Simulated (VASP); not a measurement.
# CaO (P4/nmm) in VASP: further runs

Runs on CaO. Level: PBEsol. Tasks: single point.

Everything below comes from runs of VASP 6.6.1. Logs are shortened: lines on timing, memory, paths and dates and some standing lists are left out, and cuts for length are marked.

## (1) The cell of the first run

The structure is tetragonal, space group P4/nmm (No. 129). Conventional cell: a = 4.241 Å, b = 4.241 Å, c = 5.295 Å, α = 90.00°, β = 90.00°, γ = 90.00°. Ca (site symmetry 4mm) has 4 O at 2.48 Å within 3.3 Å. O (site symmetry -4m2) has 4 Ca at 2.48 Å and 4 O at 3.00 Å within 3.3 Å.

## (2) Single point, PBEsol

File INCAR:

```
PREC = Accurate
ENCUT = 520
EDIFF = 1E-7
ISMEAR = 0
SIGMA = 0.1
LREAL = False
LASPH = True
NELM = 60
ALGO = Normal
ISIF = 2
LWAVE = False
LCHARG = False
GGA = PS
NBANDS = 42
```

File KPOINTS:

```
Automatic mesh
0
Gamma
  4 4 2
```

File POSCAR:

```
CaO
1.0
    2.9991081452     -2.9991078947      0.0000000000
    2.9991081452      2.9991078947      0.0000000000
    0.0000000000      0.0000000000     10.5906919754
Ca O
4 4
Direct
    0.7500077538      0.2499922462      0.8712316879
    0.2499922462      0.7500077538      0.1287683121
    0.7499922462      0.2500077538      0.3712316879
    0.2500077538      0.7499922462      0.6287683121
    0.2499958234      0.2500041766      0.2500000000
    0.7500041766      0.7499958234      0.7500000000
    0.2500041766      0.2499958234      0.7500000000
    0.7499958234      0.7500041766      0.2500000000
```

Potentials or basis: VASP PAW PBE potentials, release 64 (Ca_sv, O).

The run is started by

```bash
> cat potpaw_PBE.64/Ca_sv/POTCAR potpaw_PBE.64/O/POTCAR > POTCAR
> mpirun -np 1 vasp_std > vasp.out
```

OUTCAR:

```text
PREC = Accurate
   ENCUT = 520
   EDIFF = 1E-7
   ISMEAR = 0
   LREAL = False
   LASPH = True
   NELM = 60
   ISIF = 2
   GGA = PS

 ion  position               nearest neighbor table
   1  0.750  0.250  0.871-   6 2.48   7 2.48   6 2.48   7 2.48
   2  0.250  0.750  0.129-   5 2.48   8 2.48   8 2.48   5 2.48
   3  0.750  0.250  0.371-   5 2.48   8 2.48   5 2.48   8 2.48
   4  0.250  0.750  0.629-   6 2.48   7 2.48   7 2.48   6 2.48
   5  0.250  0.250  0.250-   2 2.48   3 2.48   2 2.48   3 2.48
   6  0.750  0.750  0.750-   1 2.48   4 2.48   4 2.48   1 2.48
   7  0.250  0.250  0.750-   1 2.48   4 2.48   1 2.48   4 2.48
   8  0.750  0.750  0.250-   2 2.48   3 2.48   3 2.48   2 2.48

  LATTYP: Found a simple tetragonal cell.
 ALAT       =     4.2413792368
 C/A-ratio  =     2.4969924602

  Lattice vectors:

 A1 = (   2.9991081452,  -2.9991078947,   0.0000000000)
 A2 = (   2.9991081452,   2.9991078947,   0.0000000000)
 A3 = (   0.0000000000,   0.0000000000,  10.5906919754)

Analysis of symmetry for initial positions (statically):
=====================================================================
 Subroutine PRICEL returns:
 Original cell was already a primitive cell.

 Routine SETGRP: Setting up the symmetry group for a
 simple tetragonal supercell.

 Subroutine GETGRP returns: Found  8 space group operations
 (whereof  4 operations were pure point group operations)
 out of a pool of 16 trial point group operations.

The static configuration has the point symmetry C_2h.
 The point group associated with its full space group is D_2h.

Analysis of symmetry for dynamics (positions and initial velocities):
=====================================================================
 Subroutine PRICEL returns:
 Original cell was already a primitive cell.

 Routine SETGRP: Setting up the symmetry group for a
 simple tetragonal supercell.

 Subroutine GETGRP returns: Found  8 space group operations
 (whereof  4 operations were pure point group operations)
 out of a pool of 16 trial point group operations.

The dynamic configuration has the point symmetry C_2h.
 The point group associated with its full space group is D_2h.

 Subroutine INISYM returns: Found  8 space group operations
 (whereof  4 operations are pure point group operations),
 and found     1 'primitive' translations

----------------------------------------------------------------------------------------

                                     Primitive cell

  volume of cell :     190.5191

  direct lattice vectors                    reciprocal lattice vectors
     2.999108145 -2.999107895  0.000000000     0.166716229 -0.166716243  0.000000000
     2.999108145  2.999107895  0.000000000     0.166716229  0.166716243  0.000000000
     0.000000000  0.000000000 10.590691975     0.000000000  0.000000000  0.094422537

  length of vectors
     4.241379237  4.241379237 10.590691975     0.235772362  0.235772362  0.094422537

  position of ions in fractional coordinates (direct lattice)
     0.750007754  0.249992246  0.871231688
     0.249992246  0.750007754  0.128768312
     0.749992246  0.250007754  0.371231688
     0.250007754  0.749992246  0.628768312
     0.249995823  0.250004177  0.250000000
     0.750004177  0.749995823  0.750000000
     0.250004177  0.249995823  0.750000000
     0.749995823  0.750004177  0.250000000

  ion indices of the primitive-cell ions
   primitive index   ion index
                 1           1
                 2           2
                 3           3
                 4           4
                 5           5
                 6           6
                 7           7
                 8           8

----------------------------------------------------------------------------------------

 KPOINTS: Automatic mesh

Automatic generation of k-mesh.
 Grid dimensions read from file:
 generate k-points for:    4    4    2

 Generating k-lattice:

  Cartesian coordinates                     Fractional coordinates (reciprocal lattice)
     0.041679057 -0.041679061  0.000000000     0.250000000  0.000000000  0.000000000
     0.041679057  0.041679061  0.000000000     0.000000000  0.250000000  0.000000000
     0.000000000  0.000000000  0.047211268     0.000000000  0.000000000  0.500000000

  Length of vectors
     0.058943090  0.058943090  0.047211268

  Shift w.r.t. Gamma in fractional coordinates (k-lattice)
     0.000000000  0.000000000  0.000000000

 Subroutine IBZKPT returns following result:
 ===========================================

 Found     14 irreducible k-points:

 Following reciprocal coordinates:
            Coordinates               Weight
  0.000000  0.000000  0.000000      1.000000
  0.250000 -0.000000  0.000000      4.000000
  0.500000 -0.000000  0.000000      2.000000
  0.250000  0.250000  0.000000      2.000000
 -0.250000  0.250000  0.000000      2.000000
  0.500000  0.250000  0.000000      4.000000
  0.500000  0.500000  0.000000      1.000000
  0.000000  0.000000  0.500000      1.000000
  0.250000 -0.000000  0.500000      4.000000
  0.500000 -0.000000  0.500000      2.000000
  0.250000  0.250000  0.500000      2.000000
 -0.250000  0.250000  0.500000      2.000000
  0.500000  0.250000  0.500000      4.000000
  0.500000  0.500000  0.500000      1.000000
   k-points           NKPTS =     14   k-points in BZ     NKDIM =     14   number of bands    NBANDS=     42
   number of dos      NEDOS =    301   number of ions     NIONS =      8
   total plane-waves  NPLWV =  81920
   dimension x,y,z NGX =    32 NGY =   32 NGZ =   80
   dimension x,y,z NGXF=    64 NGYF=   64 NGZF=  160
   ions per type =               4   4
   NGX,Y,Z   is equivalent  to a cutoff of  12.54, 12.54, 12.56 a.u.
   NGXF,Y,Z  is equivalent  to a cutoff of  25.09, 25.09, 25.12 a.u.
 SYSTEM =  unknown system
   PREC   = accura    normal or accurate (medium, high low for compatibility)
   ISTART =      0    job   : 0-new  1-cont  2-samecut
   ICHARG =      2    charge: 1-file 2-atom 10-const
   ISPIN  =      1    spin polarized calculation?
   LNONCOLLINEAR =      F non collinear calculations
   LSORBIT =      F    spin-orbit coupling
   LASPH  =      T    aspherical Exc in radial PAW
   ENCUT  =  520.0 eV  38.22 Ry    6.18 a.u.   7.89  7.89 19.69*2*pi/ulx,y,z
   NELM   =     60;   NELMIN=  2; NELMDL= -5     # of ELM steps
   EDIFF  = 0.1E-06   stopping-criterion for ELM
   LREAL  =      F    real-space projection
   EDIFFG = 0.1E-05   stopping-criterion for IOM
   NSW    =      0    number of steps for IOM
   IBRION =     -1    ionic relax: 0-MD 1-quasi-New 2-CG
   NFREE  =      0    steps in history (QN), initial steepest desc. (CG)
   ISIF   =      2    stress and relaxation
   ISYM   =      2    0-nonsym 1-usesym 2-fastsym
   POTIM  = 0.5000    time-step for ionic-motion
   TEBEG  =    0.0;   TEEND  =   0.0 temperature during run
   PSTRESS=    0.0 pullay stress
   NELECT =      64.0000    total number of electrons
   NUPDOWN=      -1.0000    fix difference up-down
   EMIN   =  10.00;   EMAX   =-10.00  energy-range for DOS
   EFERMI =   0.00;   METHOD = LEGACY
   ISMEAR =     0;   SIGMA  =   0.10  broadening in eV -4-tet -1-fermi 0-gaus
   EFERMI_NEDOS =   21; number of points for ismear=-14 and -15
   IALGO  =     38    algorithm
   IMIX   =      4    mixing-type and parameters
     AMIX     =   0.40;   BMIX     =  1.00
     AMIX_MAG =   1.60;   BMIX_MAG =  1.00
  volume/ion in A,a.u.               =      23.81       160.71
  Fermi-wavevector in a.u.,A,eV,Ry     =   1.138034  2.150573 17.621202  1.295122
  Thomas-Fermi vector in A             =   2.274739
   LORBIT       =      0    0 simple, 1 ext, 2 COOP (PROOUT), +10 PAW based schemes
   GGA     = PS    functional components
   LHFCALC =     F    Hartree Fock is set to
   AEXX    =    0.0000 exact exchange contribution
   IVDW    =     0    specifies the selected vdW correction
   LEPSILON=     F    determine dielectric tensor
   LRPA    =     F    only Hartree local field effects (RPA)
 non-spin polarized calculation
 Gauss-broadening in eV      SIGMA  =   0.10
  energy-cutoff  :      520.00
  volume of cell :      190.52
 maximum number of plane-waves:      5160
   NGX = 15   NGY = 15   NGZ = 39

 number of electron      63.9999973 magnetization

 Free energy of the ion-electron system (eV)
  ---------------------------------------------------
  ext. energy  EPLUGINS =         0.00000000
  ---------------------------------------------------
  free energy    TOTEN  =       -44.26015872 eV

  energy without entropy =      -44.23716350  energy(sigma->0) =      -44.24866111

 E-fermi :   0.9375     XC(G=0):  -8.1693

 val. band max:        0.8651214174   @ k =   0.2500   0.2500   0.0000
 cond. band min:       1.1486550429   @ k =   0.2500  -0.0000   0.0000
 fundamental gap:      0.2835336254
 Fermi energy:         0.9374535786

 k-point     1 :       0.0000    0.0000    0.0000
  band No.  band energies     occupation
      1     -38.9560      2.00000
      2     -38.9492      2.00000
      3     -38.9459      2.00000
      4     -38.9393      2.00000
      5     -20.2233      2.00000
      6     -20.1842      2.00000
[... 34 lines left out ...]
     41       5.3172      0.00000
     42       5.7330      0.00000

 k-point     2 :       0.2500   -0.0000    0.0000
  band No.  band energies     occupation
      1     -38.9525      2.00000
      2     -38.9477      2.00000
      3     -38.9454      2.00000
      4     -38.9407      2.00000
      5     -20.1970      2.00000
      6     -20.1908      2.00000
[... 34 lines left out ...]
     41       5.6117      0.00000
     42       5.9965      0.00000

 k-point     3 :       0.5000   -0.0000    0.0000
  band No.  band energies     occupation
      1     -38.9455      2.00000
      2     -38.9455      2.00000
      3     -38.9455      2.00000
      4     -38.9455      2.00000
      5     -20.1785      2.00000
      6     -20.1785      2.00000
[... 447 lines left out ...]
      4     -38.9444      2.00000
      5     -20.1490      2.00000
      6     -20.1490      2.00000
[... 34 lines left out ...]
     41       6.2598      0.00000
     42       6.2598      0.00000

 k-point    14 :       0.5000    0.5000    0.5000
  band No.  band energies     occupation
      1     -38.9434      2.00000
      2     -38.9434      2.00000
      3     -38.9434      2.00000
      4     -38.9434      2.00000
      5     -20.1337      2.00000
      6     -20.1337      2.00000
[... 34 lines left out ...]
     41       6.4034      0.00000
     42       6.4041      0.00000

------------------------ aborting loop because EDIFF is reached ----------------------------------------

  FORCE on cell =-STRESS in cart. coord.  units (eV):
  Direction    XX          YY          ZZ          XY          YZ          ZX
  --------------------------------------------------------------------------------------
  -------------------------------------------------------------------------------------
  Total       -8.7966183     -8.7966135    -24.1638091      0.0000000     -0.0000000      0.0000000
  in kB      -73.9754779    -73.9754378   -203.2064221      0.0000000     -0.0000000      0.0000000
  external PRESSURE =    -117.0524459 kB  Pullay stress =       0.0000000 kB

 VOLUME and BASIS-vectors are now :
 -----------------------------------------------------------------------------
  energy-cutoff  :      520.00
  volume of cell :      190.52
      direct lattice vectors                 reciprocal lattice vectors
     2.999108145 -2.999107895  0.000000000     0.166716229 -0.166716243  0.000000000
     2.999108145  2.999107895  0.000000000     0.166716229  0.166716243  0.000000000
     0.000000000  0.000000000 10.590691975     0.000000000  0.000000000  0.094422537

 POSITION                                       TOTAL-FORCE (eV/Angst)
 -----------------------------------------------------------------------------------
      2.99911     -1.49960      9.22695         0.000000      0.000053     -4.110220
      2.99911      1.49960      1.36375         0.000000     -0.000053      4.110220
      2.99911     -1.49951      3.93160         0.000000     -0.000053     -4.110220
      2.99911      1.49951      6.65909         0.000000      0.000053      4.110220
      1.49955      0.00003      2.64767         0.000000      0.000017      0.000000
      4.49866     -0.00003      7.94302         0.000000     -0.000017     -0.000000
      1.49955     -0.00003      7.94302         0.000000     -0.000017     -0.000000
      4.49866      0.00003      2.64767         0.000000      0.000017     -0.000000
 -----------------------------------------------------------------------------------
    total drift:                                0.000000     -0.000000     -0.000000

  FREE ENERGIE OF THE ION-ELECTRON SYSTEM (eV)
  ---------------------------------------------------
  free  energy   TOTEN  =       -44.2601587195 eV

  energy  without entropy=      -44.2371635011  energy(sigma->0) =      -44.24866111
```

It took 58 s on 1 thread of Intel Xeon 6975P-C (Granite Rapids), shared host; peak memory 0.3 GiB.

Results:

| Quantity | Value |
| --- | --- |
| Free energy | -44.2602 eV |
| Pressure | -11.7 GPa |
| Largest force | 4.110 eV/Å |
| Band gap on the k mesh | zero (bands 32 and 33 overlap by 0.06 eV) |

Forces on the atoms (eV/Å):
```
Ca   0.000  0.000 -4.110
Ca   0.000  0.000  4.110
Ca   0.000  0.000 -4.110
Ca   0.000  0.000  4.110
O    0.000  0.000  0.000
O    0.000  0.000  0.000
O    0.000  0.000  0.000
O    0.000  0.000  0.000
```

Caveat: the k points lie up to 0.37 Å⁻¹ apart; semilocal functionals underestimate gaps, so a narrow gap can read as zero; the PAW data sets were made with another functional, which shifts forces and pressure a little.

## (3) Single point, PBEsol

This run uses another cell than the first one, of 14.03 Å³/atom.

File INCAR:

```
ALGO     = Normal         # electronic algorithm
EDIFF    = 1E-6           # SCF threshold, eV
ENCUT    = 520            # plane-wave cutoff, eV
GGA      = PS             # functional
ISIF     = 2              # what is computed and relaxed
ISMEAR   = 0              # smearing method
LASPH    = T              # aspherical terms in the spheres
LCHARG   = F              # write CHGCAR
LREAL    = F              # projectors in reciprocal space
LWAVE    = F              # write WAVECAR
NBANDS   = 42             # bands
NELM     = 80             # most SCF steps
PREC     = Accurate       # precision mode
SIGMA    = 0.1            # smearing width, eV
```

File KPOINTS:

```
k-points
0
Gamma
  6 6 2
```

File POSCAR:

```
CaO
1.0
    2.9420423205     -2.9420418934      0.0000000000
    2.9420423205      2.9420418934      0.0000000000
    0.0000000000      0.0000000000      6.4849471198
Ca O
4 4
Direct
    0.7499991694      0.2500008306      0.8888462908
    0.2500008306      0.7499991694      0.1111537092
    0.7500008306      0.2499991694      0.3888462908
    0.2499991694      0.7500008306      0.6111537092
    0.2500008659      0.2499991341      0.2500000000
    0.7499991341      0.7500008659      0.7500000000
    0.2499991341      0.2500008659      0.7500000000
    0.7500008659      0.7499991341      0.2500000000
```

Potentials or basis: VASP PAW PBE potentials, release 64 (Ca_sv, O).

The run is started by

```bash
> cat potpaw_PBE.64/Ca_sv/POTCAR potpaw_PBE.64/O/POTCAR > POTCAR
> mpirun -np 1 vasp_std > vasp.out
```

OUTCAR:

```text
EDIFF = 1E-6
   ENCUT = 520
   GGA = PS
   ISIF = 2
   ISMEAR = 0
   LASPH = T
   LREAL = F
   NELM = 80
   PREC = Accurate

 ion  position               nearest neighbor table
   1  0.750  0.250  0.889-   6 2.27   7 2.27   6 2.27   7 2.27
   2  0.250  0.750  0.111-   5 2.27   8 2.27   8 2.27   5 2.27
   3  0.750  0.250  0.389-   5 2.27   8 2.27   5 2.27   8 2.27
   4  0.250  0.750  0.611-   6 2.27   7 2.27   7 2.27   6 2.27
   5  0.250  0.250  0.250-   2 2.27   3 2.27   2 2.27   3 2.27
   6  0.750  0.750  0.750-   1 2.27   4 2.27   4 2.27   1 2.27
   7  0.250  0.250  0.750-   1 2.27   4 2.27   1 2.27   4 2.27
[... 1123 lines left out ...]
  Total        0.3317313      0.3317312     -0.0649289      0.0000000      0.0000000      0.0000000
  in kB        4.7343771      4.7343757     -0.9266474      0.0000000      0.0000000      0.0000000
  external PRESSURE =       2.8473685 kB  Pullay stress =       0.0000000 kB

 VOLUME and BASIS-vectors are now :
 -----------------------------------------------------------------------------
  energy-cutoff  :      520.00
  volume of cell :      112.26
      direct lattice vectors                 reciprocal lattice vectors
     2.942042321 -2.942041893  0.000000000     0.169949969 -0.169949993  0.000000000
     2.942042321  2.942041893  0.000000000     0.169949969  0.169949993  0.000000000
     0.000000000  0.000000000  6.484947120     0.000000000  0.000000000  0.154203262

 POSITION                                       TOTAL-FORCE (eV/Angst)
 -----------------------------------------------------------------------------------
      2.94204     -1.47102      5.76412         0.000000      0.000000      0.072527
      2.94204      1.47102      0.72083         0.000000     -0.000000     -0.072527
      2.94204     -1.47103      2.52165         0.000000      0.000000      0.072527
      2.94204      1.47103      3.96330         0.000000      0.000000     -0.072527
      1.47102     -0.00001      1.62124         0.000000      0.000000     -0.000000
      4.41306      0.00001      4.86371        -0.000000      0.000000      0.000000
      1.47102      0.00001      4.86371        -0.000000     -0.000000     -0.000000
      4.41306     -0.00001      1.62124        -0.000000     -0.000000      0.000000
 -----------------------------------------------------------------------------------
    total drift:                                0.000000      0.035827      0.011391

  FREE ENERGIE OF THE ION-ELECTRON SYSTEM (eV)
  ---------------------------------------------------
  free  energy   TOTEN  =       -50.7142955897 eV

  energy  without entropy=      -50.7142955897  energy(sigma->0) =      -50.71429559
```

OSZICAR:

```text
N       E                     dE             d eps       ncg     rms          rms(c)
DAV:   1     0.724754840914E+03    0.72475E+03   -0.32752E+04  1680   0.156E+03
DAV:   2     0.477545116681E+01   -0.71998E+03   -0.69433E+03  1986   0.467E+02
DAV:   3    -0.554102087527E+02   -0.60186E+02   -0.59762E+02  2440   0.127E+02
DAV:   4    -0.579365869935E+02   -0.25264E+01   -0.25147E+01  2566   0.243E+01
DAV:   5    -0.580428056970E+02   -0.10622E+00   -0.10619E+00  2420   0.378E+00    0.169E+01
DAV:   6    -0.509059967857E+02    0.71368E+01   -0.39448E+01  2106   0.324E+01    0.739E+00
DAV:   7    -0.508120376715E+02    0.93959E-01   -0.46964E+00  2164   0.106E+01    0.376E+00
DAV:   8    -0.507339171552E+02    0.78121E-01   -0.66086E-01  2058   0.443E+00    0.112E+00
DAV:   9    -0.507122704471E+02    0.21647E-01   -0.20459E-01  2462   0.211E+00    0.334E-01
DAV:  10    -0.507142754329E+02   -0.20050E-02   -0.23882E-02  2140   0.805E-01    0.100E-01
DAV:  11    -0.507144015464E+02   -0.12611E-03   -0.41400E-03  2312   0.301E-01    0.821E-02
DAV:  12    -0.507142961343E+02    0.10541E-03   -0.56794E-04  2122   0.123E-01    0.201E-02
DAV:  13    -0.507142955583E+02    0.57600E-06   -0.46485E-05  2396   0.335E-02    0.231E-03
DAV:  14    -0.507142955897E+02   -0.31387E-07   -0.17717E-06  1556   0.636E-03
   1 F= -.50714296E+02 E0= -.50714296E+02  d E =-.184471E-16
```

Run time: 39 s. Hardware: 1 thread of Intel Xeon 6975P-C (Granite Rapids), shared host; peak memory 0.24 GiB.

What came out:

```
Free energy            : -50.7143 eV
Pressure               : 0.3 GPa
Largest force          : 0.073 eV/Å
Band gap on the k mesh : 3.12 eV
```

Forces in eV/Å, atoms in the order of the input:
```
Ca   0.000  0.000  0.073
Ca   0.000  0.000 -0.073
Ca   0.000  0.000  0.073
Ca   0.000  0.000 -0.073
O    0.000  0.000  0.000
O    0.000  0.000  0.000
O    0.000  0.000  0.000
O    0.000  0.000  0.000
```

Caveat: the k points lie up to 0.48 Å⁻¹ apart; the PAW data sets were made with another functional, which shifts forces and pressure a little. A k mesh can miss the band edges.

(Continued in part 2 of 2.)
